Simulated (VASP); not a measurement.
## PbSe: vibrations by perturbation theory with LDA

Crystal: PbSe.

```xyz
2
Lattice="0.0000 3.0204 3.0204 3.0204 0.0000 3.0204 3.0204 3.0204 0.0000" Properties=species:S:1:pos:R:3 pbc="T T T"
Pb    0.0000    0.0000    0.0000
Se    3.0204    3.0204    3.0204
```

| Quantity | Value |
| --- | --- |
| Program | VASP 6.6.1 |
| Task | vibrations by perturbation theory |
| Functional | LDA |
| Potentials or basis | VASP PAW LDA potentials, release 64 (Pb_d, Se) |
| Cutoff | 520 eV |
| k mesh | 10 × 10 × 10 |
| Occupations | fermi-dirac, width 0.08 eV |
| Spin | no spin polarisation |
| Dipole correction | no |
| Further INCAR settings | ALGO = Normal; EDIFF = 1e-08; IBRION = 8; NSW = 1 |

The highest phonon frequency at Γ, LO-TO splitting left out is 59 cm⁻¹.

Phonon frequencies in cm⁻¹ (negative: imaginary):
| q point | frequencies |
| --- | --- |
| (0.000, 0.000, 0.000) | 0 0 0 59 59 59 |

Wall time 79 s on 1 thread of Intel(R) Xeon(R) 6975P-C (Granite Rapids), with other jobs on the host, peak memory 0.34 GiB.
